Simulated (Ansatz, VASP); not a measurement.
# VSbS in VASP and in Ansatz

```
V Sb S
1.0
     4.19501    0.00000    0.00000
    -2.09751    3.63299    0.00000
     0.00000    0.00000    3.51262
V Sb S
1 1 1
Direct
  0.66667 0.33333 0.50000
  0.33333 0.66667 0.00000
  0.00000 0.00000 0.50000
```

Change from the starting cell: species swapped into the ErCuGe type (P-6m2, No. 187).

Alike in both runs: functional PBE; k mesh 6 × 6 × 6; occupations gaussian, width 0.1 eV; collinear spin.

Ansatz relaxed the structure, and its values are those at the end. VASP's run is a single point on that final structure, the one shown.

|  | VASP | Ansatz |
| --- | --- | --- |
| version | VASP 6.6.1 | Ansatz 0.2.0 |
| potentials or method | VASP PAW PBE potentials, release 64 (V_sv, Sb, S), cutoff 520 eV | scalar-relativistic, plane waves, PAW |
| valence electrons in the cell | 24 | 34 |

|  | VASP | Ansatz | Ansatz less VASP |
| --- | --- | --- | --- |
| gap on the k mesh at the Fermi level (eV) | none | none | - |
| pressure (GPa) | -0.3 | -0.1 | +0.22 |
| net moment per atom (μB) | 0.00 | 0.09 | +0.091 |
| size of the moment on the site where the two differ most (μB) | 0.00 | 0.29 | +0.290 |

Site moments also hang on the region over which each program counts them. A gap of «none» marks a metal or a gap that the smearing closes. The functional is the same, so the differences come from potentials, cutoffs and numerics. VASP's potentials hold 24 valence electrons a cell and Ansatz's 34, so a difference there can come from the potentials and not from the codes.

Neither program's run includes spin-orbit coupling.
